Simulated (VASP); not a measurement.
A run of VASP 6.6.1:

Contents of INCAR:

```
SYSTEM = TiO2
ALGO = Normal
EDIFF = 1E-6
ENCUT = 600
GGA = CA
GGA_COMPAT = .False.
ISIF = 2
ISMEAR = -1
KPAR = 4
LASPH = .True.
LCHARG = .True.
LDAU = .True.
LDAUJ = 0 0
LDAUL = 2 -1
LDAUPRINT = 1
LDAUTYPE = 2
LDAUU = 3 0
LMAXMIX = 4
LREAL = .False.
LVHAR = .True.
LWAVE = .False.
NBANDS = 60
NELM = 200
PREC = Accurate
SIGMA = 0.05
```

File KPOINTS:

```
k-points
0
Gamma
  6 6 6
  0 0 0
```

The input POSCAR:

```
TiO2
1.0
    4.8126997814      0.0000000000      0.0000000000
    0.0000000000      4.8718844600      0.0000000000
   -0.8628854487      0.0000000000      4.9665942755
Ti O
4 8
Direct
    0.2774352600      0.0528083600      0.2131482700
    0.7225647400      0.5528083600      0.2868517300
    0.7225647400      0.9471916400      0.7868517300
    0.2774352600      0.4471916400      0.7131482700
    0.0638382200      0.1769655200      0.8515567400
    0.9361617800      0.6769655200      0.6484432600
    0.9361617800      0.8230344800      0.1484432600
    0.0638382200      0.3230344800      0.3515567400
    0.4453609900      0.7576317400      0.4667718600
    0.5546390100      0.2576317400      0.0332281400
    0.5546390100      0.2423682600      0.5332281400
    0.4453609900      0.7423682600      0.9667718600
```

Potentials or basis: VASP PAW LDA potentials, release 64 (Ti_sv, O).

Run with:

```bash
$ cat potpaw_LDA.64/Ti_sv/POTCAR potpaw_LDA.64/O/POTCAR > POTCAR
$ mpirun -np 4 vasp_std > vasp.out
```

Hardware: 4 MPI ranks on Intel(R) Xeon(R) Platinum 8488C (Sapphire Rapids), with other jobs on the host.

Problem. How long does it take, and how much memory?

Solution. Run time: 2.1 min on 4 MPI ranks on Intel(R) Xeon(R) Platinum 8488C (Sapphire Rapids), with other jobs on the host, peak memory 0.54 GiB a rank. Counts: scf iterations 17, k points 80.
